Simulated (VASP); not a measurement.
# MgSe (Fm-3m) in VASP: single point with PBEsol

Aim: the single point of MgSe with PBEsol.

Program: VASP 6.6.1. These are calculated values, not measurements. Logs are shortened: lines on timing, memory, paths and dates and some standing lists are left out, and cuts for length are marked.

### Step 1. The cell of the first run

The structure is cubic, space group Fm-3m (No. 225). Conventional cell: a = 5.451 Å, b = 5.451 Å, c = 5.451 Å, α = 90.00°, β = 90.00°, γ = 90.00°. Mg (site symmetry m-3m) has 6 Se at 2.73 Å within 3.6 Å. Within 3.6 Å of Se (site symmetry m-3m) lie 6 Mg at 2.73 Å.

### Step 2. Single point, PBEsol

The input, INCAR:

```
PREC = Accurate
ENCUT = 600
EDIFF = 1E-6
ISMEAR = -1
SIGMA = 0.0272
LREAL = F
LASPH = T
NELM = 120
ALGO = Normal
ISIF = 2
LWAVE = F
LCHARG = T
GGA = PS
LELF = T
LVHAR = T
NBANDS = 11
GGA_COMPAT = F
```

The input, KPOINTS:

```
Automatic mesh
0
Gamma
  7 7 7
```

The input, POSCAR:

```
MgSe
1.0
    0.0000000000      2.7255000000      2.7255000000
    2.7255000000      0.0000000000      2.7255000000
    2.7255000000      2.7255000000      0.0000000000
Mg Se
1 1
Direct
    0.0000000000      0.0000000000      0.0000000000
    0.5000000000      0.5000000000      0.5000000000
```

Potentials or basis: VASP PAW PBE potentials, release 64 (Mg, Se).

Started as:

```sh
cat potpaw_PBE.64/Mg/POTCAR potpaw_PBE.64/Se/POTCAR > POTCAR
mpirun -np 1 vasp_std > vasp.out
```

OUTCAR:

```text
PREC = Accurate
   ENCUT = 600
   EDIFF = 1E-6
   ISMEAR = -1
   LREAL = F
   LASPH = T
   NELM = 120
   ISIF = 2
   GGA = PS

 ion  position               nearest neighbor table
   1  0.000  0.000  0.000-   2 2.73   2 2.73   2 2.73   2 2.73   2 2.73   2 2.73
   2  0.500  0.500  0.500-   1 2.73   1 2.73   1 2.73   1 2.73   1 2.73   1 2.73

  LATTYP: Found a face centered cubic cell.
 ALAT       =     5.4510000000

  Lattice vectors:

 A1 = (   0.0000000000,   2.7255000000,   2.7255000000)
 A2 = (   2.7255000000,   0.0000000000,   2.7255000000)
 A3 = (   2.7255000000,   2.7255000000,   0.0000000000)

Analysis of symmetry for initial positions (statically):
=====================================================================
 Subroutine PRICEL returns:
 Original cell was already a primitive cell.

 Routine SETGRP: Setting up the symmetry group for a
 face centered cubic supercell.

 Subroutine GETGRP returns: Found 48 space group operations
 (whereof 48 operations were pure point group operations)
 out of a pool of 48 trial point group operations.

The static configuration has the point symmetry O_h .

Analysis of symmetry for dynamics (positions and initial velocities):
=====================================================================
 Subroutine PRICEL returns:
 Original cell was already a primitive cell.

 Routine SETGRP: Setting up the symmetry group for a
 face centered cubic supercell.

 Subroutine GETGRP returns: Found 48 space group operations
 (whereof 48 operations were pure point group operations)
 out of a pool of 48 trial point group operations.

The dynamic configuration has the point symmetry O_h .

 Subroutine INISYM returns: Found 48 space group operations
 (whereof 48 operations are pure point group operations),
 and found     1 'primitive' translations

----------------------------------------------------------------------------------------

                                     Primitive cell

  volume of cell :      40.4919

  direct lattice vectors                    reciprocal lattice vectors
     0.000000000  2.725500000  2.725500000    -0.183452578  0.183452578  0.183452578
     2.725500000  0.000000000  2.725500000     0.183452578 -0.183452578  0.183452578
     2.725500000  2.725500000  0.000000000     0.183452578  0.183452578 -0.183452578

  length of vectors
     3.854439064  3.854439064  3.854439064     0.317749185  0.317749185  0.317749185

  position of ions in fractional coordinates (direct lattice)
     0.000000000  0.000000000  0.000000000
     0.500000000  0.500000000  0.500000000

  ion indices of the primitive-cell ions
   primitive index   ion index
                 1           1
                 2           2

----------------------------------------------------------------------------------------

 KPOINTS: Automatic mesh

Automatic generation of k-mesh.
 Grid dimensions read from file:
 generate k-points for:    7    7    7

 Generating k-lattice:

  Cartesian coordinates                     Fractional coordinates (reciprocal lattice)
    -0.026207511  0.026207511  0.026207511     0.142857143  0.000000000  0.000000000
     0.026207511 -0.026207511  0.026207511     0.000000000  0.142857143  0.000000000
     0.026207511  0.026207511 -0.026207511     0.000000000  0.000000000  0.142857143

  Length of vectors
     0.045392741  0.045392741  0.045392741

  Shift w.r.t. Gamma in fractional coordinates (k-lattice)
     0.000000000  0.000000000  0.000000000

 Subroutine IBZKPT returns following result:
 ===========================================

 Found     20 irreducible k-points:

 Following reciprocal coordinates:
            Coordinates               Weight
  0.000000  0.000000  0.000000      1.000000
  0.142857  0.000000  0.000000      8.000000
  0.285714  0.000000  0.000000      8.000000
  0.428571  0.000000  0.000000      8.000000
  0.142857  0.142857  0.000000      6.000000
  0.285714  0.142857  0.000000     24.000000
[... 12 lines left out ...]
 -0.428571  0.428571  0.142857     24.000000
 -0.285714  0.428571  0.142857     24.000000
   k-points           NKPTS =     20   k-points in BZ     NKDIM =     20   number of bands    NBANDS=     11
   number of dos      NEDOS =    301   number of ions     NIONS =      2
   total plane-waves  NPLWV =  32768
   dimension x,y,z NGX =    32 NGY =   32 NGZ =   32
   dimension x,y,z NGXF=    64 NGYF=   64 NGZF=   64
   ions per type =               1   1
   NGX,Y,Z   is equivalent  to a cutoff of  13.80, 13.80, 13.80 a.u.
   NGXF,Y,Z  is equivalent  to a cutoff of  27.60, 27.60, 27.60 a.u.
 SYSTEM =  unknown system
   PREC   = accura    normal or accurate (medium, high low for compatibility)
   ISTART =      0    job   : 0-new  1-cont  2-samecut
   ICHARG =      2    charge: 1-file 2-atom 10-const
   ISPIN  =      1    spin polarized calculation?
   LNONCOLLINEAR =      F non collinear calculations
   LSORBIT =      F    spin-orbit coupling
   LASPH  =      T    aspherical Exc in radial PAW
   ENCUT  =  600.0 eV  44.10 Ry    6.64 a.u.   7.70  7.70  7.70*2*pi/ulx,y,z
   NELM   =    120;   NELMIN=  2; NELMDL= -5     # of ELM steps
   EDIFF  = 0.1E-05   stopping-criterion for ELM
   LREAL  =      F    real-space projection
   EDIFFG = 0.1E-04   stopping-criterion for IOM
   NSW    =      0    number of steps for IOM
   IBRION =     -1    ionic relax: 0-MD 1-quasi-New 2-CG
   NFREE  =      0    steps in history (QN), initial steepest desc. (CG)
   ISIF   =      2    stress and relaxation
   ISYM   =      2    0-nonsym 1-usesym 2-fastsym
   POTIM  = 0.5000    time-step for ionic-motion
   TEBEG  =    0.0;   TEEND  =   0.0 temperature during run
   PSTRESS=    0.0 pullay stress
   NELECT =       8.0000    total number of electrons
   NUPDOWN=      -1.0000    fix difference up-down
   EMIN   =  10.00;   EMAX   =-10.00  energy-range for DOS
   EFERMI =   0.00;   METHOD = LEGACY
   ISMEAR =    -1;   SIGMA  =   0.03  broadening in eV -4-tet -1-fermi 0-gaus
   EFERMI_NEDOS =   21; number of points for ismear=-14 and -15
   IALGO  =     38    algorithm
   IMIX   =      4    mixing-type and parameters
     AMIX     =   0.40;   BMIX     =  1.00
     AMIX_MAG =   1.60;   BMIX_MAG =  1.00
  volume/ion in A,a.u.               =      20.25       136.63
  Fermi-wavevector in a.u.,A,eV,Ry     =   0.953488  1.801831 12.369596  0.909140
  Thomas-Fermi vector in A             =   2.082148
   LORBIT       =      0    0 simple, 1 ext, 2 COOP (PROOUT), +10 PAW based schemes
   GGA     = PS    functional components
   LHFCALC =     F    Hartree Fock is set to
   AEXX    =    0.0000 exact exchange contribution
   IVDW    =     0    specifies the selected vdW correction
   LEPSILON=     F    determine dielectric tensor
   LRPA    =     F    only Hartree local field effects (RPA)
 non-spin polarized calculation
  energy-cutoff  :      600.00
  volume of cell :       40.49
 maximum number of plane-waves:      1363
   NGX = 15   NGY = 15   NGZ = 15

 number of electron       8.0000000 magnetization

 Free energy of the ion-electron system (eV)
  ---------------------------------------------------
  ext. energy  EPLUGINS =         0.00000000
  ---------------------------------------------------
  free energy    TOTEN  =        -8.10490294 eV

  energy without entropy =       -8.10490294  energy(sigma->0) =       -8.10490294

 E-fermi :   3.6740     XC(G=0):  -9.6197

 val. band max:        3.1447689453   @ k =   0.0000   0.0000   0.0000
 cond. band min:       5.1165840992   @ k =   0.4286   0.4286   0.0000
 fundamental gap:      1.9718151538
 Fermi energy:         3.6739733622

 k-point     1 :       0.0000    0.0000    0.0000
  band No.  band energies     occupation
      1      -9.8266      2.00000
      2       3.1448      2.00000
      3       3.1448      2.00000
      4       3.1448      2.00000
      5       5.6444      0.00000
      6      10.4763      0.00000
      7      10.4763      0.00000
      8      10.4763      0.00000
      9      13.0848      0.00000
     10      13.0848      0.00000
     11      13.9365      0.00000

 k-point     2 :       0.1429    0.0000    0.0000
  band No.  band energies     occupation
      1      -9.6535      2.00000
      2       1.6414      2.00000
      3       3.0142      2.00000
      4       3.0142      2.00000
      5       6.7795      0.00000
      6      10.1460      0.00000
      7      10.7138      0.00000
      8      10.7138      0.00000
      9      11.9888      0.00000
     10      11.9888      0.00000
     11      13.7306      0.00000

 k-point     3 :       0.2857    0.0000    0.0000
  band No.  band energies     occupation
      1      -9.2088      2.00000
      2      -0.3678      2.00000
      3       2.7572      2.00000
      4       2.7572      2.00000
      5       7.1285      0.00000
      6       9.9153      0.00000
      7       9.9153      0.00000
      8      11.2605      0.00000
      9      12.9182      0.00000
     10      13.1350      0.00000
     11      13.1350      0.00000

 k-point     4 :       0.4286    0.0000    0.0000
  band No.  band energies     occupation
      1      -8.7703      2.00000
      2      -1.6671      2.00000
      3       2.5788      2.00000
      4       2.5788      2.00000
      5       6.8895      0.00000
      6       9.2694      0.00000
      7       9.2694      0.00000
      8      11.7846      0.00000
      9      13.9900      0.00000
     10      15.6161      0.00000
     11      15.6161      0.00000
[... 183 lines left out ...]
 k-point    18 :      -0.4286    0.2857    0.1429
  band No.  band energies     occupation
      1      -8.5403      2.00000
      2      -1.0784      2.00000
      3       0.6714      2.00000
      4       1.7850      2.00000
      5       7.7380      0.00000
      6       8.8202      0.00000
      7      10.6910      0.00000
      8      11.7910      0.00000
      9      14.3739      0.00000
     10      15.2410      0.00000
     11      16.9410      0.00000

 k-point    19 :      -0.4286    0.4286    0.1429
  band No.  band energies     occupation
      1      -8.4218      2.00000
      2      -0.8452      2.00000
      3       0.6925      2.00000
      4       1.0357      2.00000
      5       6.4697      0.00000
      6       8.4846      0.00000
      7      11.2544      0.00000
      8      13.3221      0.00000
      9      15.1461      0.00000
     10      16.5398      0.00000
     11      18.1349      0.00000

 k-point    20 :      -0.2857    0.4286    0.1429
  band No.  band energies     occupation
      1      -8.3675      2.00000
      2      -0.3816      2.00000
      3      -0.3562      2.00000
      4       1.1325      2.00000
      5       7.2559      0.00000
      6       9.8048      0.00000
      7      10.8331      0.00000
      8      11.4629      0.00000
      9      14.8026      0.00000
     10      15.9149      0.00000
     11      18.9698      0.00000

------------------------ aborting loop because EDIFF is reached ----------------------------------------

  FORCE on cell =-STRESS in cart. coord.  units (eV):
  Direction    XX          YY          ZZ          XY          YZ          ZX
  --------------------------------------------------------------------------------------
  -------------------------------------------------------------------------------------
  Total       -0.0234267     -0.0234267     -0.0234267     -0.0000000      0.0000000      0.0000000
  in kB       -0.9269436     -0.9269436     -0.9269436     -0.0000000      0.0000000      0.0000000
  external PRESSURE =      -0.9269436 kB  Pullay stress =       0.0000000 kB

 VOLUME and BASIS-vectors are now :
 -----------------------------------------------------------------------------
  energy-cutoff  :      600.00
  volume of cell :       40.49
      direct lattice vectors                 reciprocal lattice vectors
     0.000000000  2.725500000  2.725500000    -0.183452578  0.183452578  0.183452578
     2.725500000  0.000000000  2.725500000     0.183452578 -0.183452578  0.183452578
     2.725500000  2.725500000  0.000000000     0.183452578  0.183452578 -0.183452578

 POSITION                                       TOTAL-FORCE (eV/Angst)
 -----------------------------------------------------------------------------------
      0.00000      0.00000      0.00000         0.000000      0.000000     -0.000000
      2.72550      2.72550      2.72550        -0.000000     -0.000000      0.000000
 -----------------------------------------------------------------------------------
    total drift:                               -0.000000     -0.000000      0.000000

  FREE ENERGIE OF THE ION-ELECTRON SYSTEM (eV)
  ---------------------------------------------------
  free  energy   TOTEN  =        -8.1049029374 eV

  energy  without entropy=       -8.1049029373  energy(sigma->0) =       -8.10490294
```

Run time: 9.2 s. Hardware: 1 thread of Intel Xeon Platinum 8488C (Sapphire Rapids), shared host; peak memory 0.17 GiB.

Results:

| Quantity | Value |
| --- | --- |
| Free energy | -8.1049 eV |
| Pressure | -0.1 GPa |
| Band gap on the k mesh | 1.97 eV, indirect (least direct gap 2.50 eV) |

Caveat: the PAW data sets were made with another functional, which shifts forces and pressure a little. A k mesh can miss the band edges.
